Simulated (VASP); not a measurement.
Write the native input for VASP 6.6.1 that does the following.

```yaml
Task: single point
Functional: PBE
Potentials_or_basis: VASP PAW PBE potentials, release 64 (La, Zr_sv, O)
Cutoff: 520 eV
k_mesh: 12 × 12 × 6
Occupations: gaussian, width 0.1 eV
Spin: no spin polarisation
Dipole_correction: no
Further_INCAR_settings: ALGO = Normal; EDIFF = 1e-07; NBANDS = 41
```

The structure of La2Zr3O lies in POSCAR:

```
La2Zr3O
1.0
    5.4421383881      0.0000000000      0.0000000000
   -2.7210691941      4.7130300950      0.0000000000
    0.0000000000      0.0000000000      6.2555748999
La Zr O
2 3 1
Direct
    0.6666666667      0.3333333333      0.5000000000
    0.3333333333      0.6666666667      0.5000000000
    0.0000000000      0.5000000000      0.0000000000
    0.5000000000      0.0000000000      0.0000000000
    0.5000000000      0.5000000000      0.0000000000
    0.0000000000      0.0000000000      0.0000000000
```

The cell was built from a structure type or drawn by symmetry, and may not be a known phase.

One way to write it, as run:

INCAR

```
SYSTEM = La2Zr3O
  PREC = Accurate
  ENCUT = 520
  EDIFF = 1E-7
  ISMEAR = 0
  SIGMA = 0.1
  LREAL = .False.
  LASPH = .True.
  NELM = 80
  ALGO = Normal
  ISIF = 2
  LWAVE = .False.
  LCHARG = .False.
  GGA = PE
  NBANDS = 41
```

KPOINTS

```
regular mesh
0
Gamma
  12 12 6
  0 0 0
```

Potentials or basis: VASP PAW PBE potentials, release 64 (La, Zr_sv, O).

The run is started by

```bash
$ cat potpaw_PBE.64/La/POTCAR potpaw_PBE.64/Zr_sv/POTCAR potpaw_PBE.64/O/POTCAR > POTCAR
$ mpirun -np 1 vasp_std > vasp.out
```

Results of the run:

```
Pressure               : 0.0 GPa
Band gap on the k mesh : zero (bands 32 and 33 overlap by 0.68 eV)
```

Caveat: spin-orbit coupling is left out, which moves the levels of the heavy elements.

It took 18 min on 1 thread of Intel Xeon 8259CL (shared host), peak memory 0.61 GiB.
